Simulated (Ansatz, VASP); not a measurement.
## One calculation of MgI, two programs

```
Mg I
1.0
     4.13152    0.00000    0.00000
    -2.06576    3.57800    0.00000
     0.00000    0.00000    9.97471
Mg I
2 2
Cartesian
  0.0000 2.3853 3.4127
  2.0658 1.1927 8.4000
  0.0000 2.3853 10.2840
  2.0658 1.1927 5.2966
```

Alike in both runs: functional PBE; k mesh 12 × 12 × 6; occupations gaussian, width 0.1 eV; no spin polarisation.

Ansatz relaxed the structure, and its values are those at the end. VASP's run is a single point on that final structure, the one shown.

```csv
,VASP,Ansatz
version,VASP 6.6.1,Ansatz 0.2.0
potentials or method,"VASP PAW PBE potentials, release 64 (Mg, I), cutoff 520 eV","scalar-relativistic, plane waves, PAW"
valence electrons in the cell,18,54
```

```tsv
	VASP	Ansatz	Ansatz less VASP
gap on the k mesh at the Fermi level (eV)	none	none	-
pressure (GPa)	0.0	0.0	+0.04
```

A gap of «none» marks a metal or a gap that the smearing closes. VASP's potentials hold 18 valence electrons a cell and Ansatz's 54, so a difference there can come from the potentials and not from the codes.

Spin-orbit coupling is off throughout.
